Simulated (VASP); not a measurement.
# Pt (P-3m1) in VASP: single point with PBE

Aim: the single point of Pt with PBE.

All numbers are computed with VASP 6.6.1; they aren't measurements. Logs are shortened: lines on timing, memory, paths and dates and some standing lists are left out, and cuts for length are marked.

## Step 1: The cell of the first run

It takes space group P-3m1 (No. 164, trigonal). The conventional cell has a = 2.769 Å, b = 2.769 Å, c = 13.815 Å, α = 90.00°, β = 90.00°, γ = 120.00°. Pt (site symmetry 3m) has 12 Pt at 2.77 to 2.98 Å within 3.6 Å. Pt (site symmetry 3m) has 12 Pt at 2.77 Å within 3.6 Å. Within 3.6 Å of Pt (site symmetry 3m) lie 12 Pt at 2.77 Å.

## Step 2: Single point, PBE (the distance across one plane changed)

Contents of INCAR:

```
SYSTEM = Pt
ALGO = Fast
EDIFF = 1E-6
ENCUT = 520
GGA = PE
ISIF = 2
ISMEAR = 0
LASPH = .True.
LCHARG = .False.
LREAL = .False.
LWAVE = .False.
NBANDS = 39
NELM = 60
PREC = Accurate
SIGMA = 0.15
```

Contents of KPOINTS:

```
k-points
0
Gamma
  19 19 4
  0 0 0
```

Contents of POSCAR:

```
Pt
1.0
    1.9579000000     -1.9579000000      0.0000000000
    1.9579000000      0.0000000000     -1.9579000000
    7.9759375673      7.9759375673      7.9759375673
Pt
6
Direct
    0.6666666667      0.6666666667      0.0818089160
    0.0000000000      0.0000000000      0.9000617268
    0.3333333333      0.3333333333      0.2454594782
    0.6666666667      0.6666666667      0.5727606025
    0.0000000000      0.0000000000      0.4091100404
    0.3333333333      0.3333333333      0.7364111647
```

Potentials or basis: VASP PAW PBE potentials, release 64 (Pt).

Command:

```bash
> cat potpaw_PBE.64/Pt/POTCAR > POTCAR
> mpirun -np 1 vasp_std > vasp.out
```

OUTCAR:

```text
SYSTEM = Pt
   EDIFF = 1E-6
   ENCUT = 520
   GGA = PE
   ISIF = 2
   ISMEAR = 0
   LASPH = .True.
   LREAL = .False.
   NELM = 60
   PREC = Accurate

 ion  position               nearest neighbor table
   1  0.667  0.667  0.082-   3 2.77   3 2.77   3 2.77   2 2.98   2 2.98   2 2.98
   2  0.000  0.000  0.900-   6 2.77   6 2.77   6 2.77   1 2.98   1 2.98   1 2.98
   3  0.333  0.333  0.245-   1 2.77   1 2.77   5 2.77   5 2.77   5 2.77   1 2.77
   4  0.667  0.667  0.573-   5 2.77   5 2.77   5 2.77   6 2.77   6 2.77   6 2.77
   5  0.000  0.000  0.409-   4 2.77   4 2.77   4 2.77   3 2.77   3 2.77   3 2.77
   6  0.333  0.333  0.736-   2 2.77   2 2.77   2 2.77   4 2.77   4 2.77   4 2.77

  LATTYP: Found a hexagonal cell.
 ALAT       =     2.7688887338
 C/A-ratio  =     4.9892684152

  Lattice vectors:

 A1 = (  -1.9579000000,   0.0000000000,   1.9579000000)
 A2 = (   1.9579000000,  -1.9579000000,   0.0000000000)
 A3 = (   7.9759375673,   7.9759375673,   7.9759375673)

Analysis of symmetry for initial positions (statically):
=====================================================================
 Subroutine PRICEL returns:
 Original cell was already a primitive cell.

 Routine SETGRP: Setting up the symmetry group for a
 hexagonal supercell.

 Subroutine GETGRP returns: Found 12 space group operations
 (whereof  6 operations were pure point group operations)
 out of a pool of 24 trial point group operations.

The static configuration has the point symmetry C_3v.
 The point group associated with its full space group is D_3d.

Analysis of symmetry for dynamics (positions and initial velocities):
=====================================================================
 Subroutine PRICEL returns:
 Original cell was already a primitive cell.

 Routine SETGRP: Setting up the symmetry group for a
 hexagonal supercell.

 Subroutine GETGRP returns: Found 12 space group operations
 (whereof  6 operations were pure point group operations)
 out of a pool of 24 trial point group operations.

The dynamic configuration has the point symmetry C_3v.
 The point group associated with its full space group is D_3d.

 Subroutine INISYM returns: Found 12 space group operations
 (whereof  6 operations are pure point group operations),
 and found     1 'primitive' translations

----------------------------------------------------------------------------------------

                                     Primitive cell

  volume of cell :      91.7242
[... 101 lines left out ...]
   IBRION =     -1    ionic relax: 0-MD 1-quasi-New 2-CG
   NFREE  =      0    steps in history (QN), initial steepest desc. (CG)
   ISIF   =      2    stress and relaxation
   ISYM   =      2    0-nonsym 1-usesym 2-fastsym
   POTIM  = 0.5000    time-step for ionic-motion
   TEBEG  =    0.0;   TEEND  =   0.0 temperature during run
   PSTRESS=    0.0 pullay stress
   NELECT =      60.0000    total number of electrons
   NUPDOWN=      -1.0000    fix difference up-down
   EMIN   =  10.00;   EMAX   =-10.00  energy-range for DOS
   EFERMI =   0.00;   METHOD = LEGACY
   ISMEAR =     0;   SIGMA  =   0.15  broadening in eV -4-tet -1-fermi 0-gaus
   EFERMI_NEDOS =   21; number of points for ismear=-14 and -15
   IALGO  =     68    algorithm
   IMIX   =      4    mixing-type and parameters
     AMIX     =   0.40;   BMIX     =  1.00
     AMIX_MAG =   1.60;   BMIX_MAG =  1.00
  volume/ion in A,a.u.               =      15.29       103.16
  Fermi-wavevector in a.u.,A,eV,Ry     =   1.421119  2.685526 27.478060  2.019580
  Thomas-Fermi vector in A             =   2.541963
   LORBIT       =      0    0 simple, 1 ext, 2 COOP (PROOUT), +10 PAW based schemes
   GGA     = PE    functional components
   LHFCALC =     F    Hartree Fock is set to
   AEXX    =    0.0000 exact exchange contribution
   IVDW    =     0    specifies the selected vdW correction
   LEPSILON=     F    determine dielectric tensor
   LRPA    =     F    only Hartree local field effects (RPA)
 non-spin polarized calculation
 RMM-DIIS sequential band-by-band and
 Gauss-broadening in eV      SIGMA  =   0.15
  energy-cutoff  :      520.00
  volume of cell :       91.72
 maximum number of plane-waves:      2492
 NGX is ok and might be reduce to    24
   NGX = 11   NGY = 11   NGZ = 51

 number of electron      60.0000005 magnetization

 Free energy of the ion-electron system (eV)
  ---------------------------------------------------
  ext. energy  EPLUGINS =         0.00000000
  ---------------------------------------------------
  free energy    TOTEN  =       -36.47958648 eV

  energy without entropy =      -36.34950255  energy(sigma->0) =      -36.41454452

 E-fermi :  11.0043     XC(G=0): -13.4035

 val. band max:       11.0036794007   @ k =  -0.4737   0.1053   0.2500
 cond. band min:      11.0050803148   @ k =  -0.4211   0.1579   0.0000
 fundamental gap:      0.0014009141
 Fermi energy:        11.0042735847

 k-point     1 :       0.0000    0.0000    0.0000
  band No.  band energies     occupation
      1       0.8834      2.00000
      2       1.7999      2.00000
      3       2.0859      2.00000
      4       3.5114      2.00000
      5       3.5494      2.00000
      6       3.7776      2.00000
[... 997 lines left out ...]
     38      18.3890      0.00000
     39      19.5815      0.00000

 [... further k-points ...]

------------------------ aborting loop because EDIFF is reached ----------------------------------------

  FORCE on cell =-STRESS in cart. coord.  units (eV):
  Direction    XX          YY          ZZ          XY          YZ          ZX
  --------------------------------------------------------------------------------------
  -------------------------------------------------------------------------------------
  Total        3.9717847      3.9717847      3.9717847     -0.4286312     -0.4286312     -0.4286312
  in kB       69.3764809     69.3764809     69.3764809     -7.4870434     -7.4870434     -7.4870434
  external PRESSURE =      69.3764809 kB  Pullay stress =       0.0000000 kB

 VOLUME and BASIS-vectors are now :
 -----------------------------------------------------------------------------
  energy-cutoff  :      520.00
  volume of cell :       91.72
      direct lattice vectors                 reciprocal lattice vectors
     1.957900000 -1.957900000  0.000000000     0.170250438 -0.340500877  0.170250438
     1.957900000  0.000000000 -1.957900000     0.170250438  0.170250438 -0.340500877
     7.975937567  7.975937567  7.975937567     0.041792370  0.041792370  0.041792370

 POSITION                                       TOTAL-FORCE (eV/Angst)
 -----------------------------------------------------------------------------------
      3.26304     -0.65276     -0.65276        -0.677854     -0.677854     -0.677854
      7.17884      7.17884      7.17884         0.677854      0.677854      0.677854
      3.26304      1.30514      1.30514         0.020973      0.020973      0.020973
      7.17884      3.26304      3.26304         0.006370      0.006370      0.006370
      3.26304      3.26304      3.26304        -0.006370     -0.006370     -0.006370
      7.17884      5.22094      5.22094        -0.020973     -0.020973     -0.020973
 -----------------------------------------------------------------------------------
    total drift:                               -0.000000     -0.000000     -0.000000

  FREE ENERGIE OF THE ION-ELECTRON SYSTEM (eV)
  ---------------------------------------------------
  free  energy   TOTEN  =       -36.4795864848 eV

  energy  without entropy=      -36.3495025492  energy(sigma->0) =      -36.41454452
```

stdout:

```text
POSCAR found type information on POSCAR Pt
 POSCAR found :  1 types and       6 ions
 scaLAPACK will be used
 LDA part: xc-table for (Slater+PW92), standard interpolation
 POSCAR, INCAR and KPOINTS ok, starting setup
 FFT: planning ... GRIDC
 FFT: planning ... GRID_SOFT
 FFT: planning ... GRID
 WAVECAR not read
 entering main loop
```

It took 11 min on 1 thread of Intel Xeon Platinum 8488C (Sapphire Rapids), shared host; peak memory 0.5 GiB.

Results:

| Property | Result |
| --- | --- |
| Free energy | -36.4796 eV |
| Pressure | 6.9 GPa |
| Largest force | 1.174 eV/Å |
| Band gap on the k mesh | zero (bands 30 and 31 overlap by 1.67 eV) |

Forces in eV/Å, atoms in the order of the input:
```
Pt  -0.678 -0.678 -0.678
Pt   0.678  0.678  0.678
Pt   0.021  0.021  0.021
Pt   0.006  0.006  0.006
Pt  -0.006 -0.006 -0.006
Pt  -0.021 -0.021 -0.021
```

Caveat: the cell differs from its parent crystal (the distance across one plane changed); the cell stands under pressure; spin-orbit coupling is left out, which moves the levels of the heavy elements; forces of over 1 eV/Å act on the atoms, so gaps and moduli don't describe the material at rest.
